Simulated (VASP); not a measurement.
Crystal: NaH.

```
Na H
1.0
     2.93586    0.01344    0.01344
     0.01344    2.93586    0.01344
     0.01344    0.01344    2.93586
Na H
1 1
Cartesian
  0.0000 0.0000 0.0000
  1.4814 1.4814 1.4814
```

This cell differs from its parent crystal: epitaxial 111 strain -0.3%.

Base run:

```yaml
Program: VASP 6.6.1
Functional: r2SCAN
Potentials_or_basis: VASP PAW PBE potentials, release 64 (Na_pv, H)
Cutoff: 550 eV
k_mesh: 8 × 8 × 8
Occupations: gaussian, width 0.01 eV
Spin: no spin polarisation
```

Its results: band gap on the k mesh 1.61 eV (least direct gap 5.16 eV); pressure -0.3 GPa.

The run is repeated on the same cell with these changes: functional from r2SCAN to HSE06; cutoff from 550 eV to 400 eV; k mesh from 8 × 8 × 8 to 6 × 6 × 6. What comes out?

Band gap on the k mesh 1.88 eV (least direct gap 5.70 eV); pressure -0.3 GPa.

Several settings changed at once.

Caveats: the structure was generated, so it needn't be the stable form of NaH; the PAW data sets were made with another functional, which shifts forces and pressure a little.

A k mesh can miss the band edges.
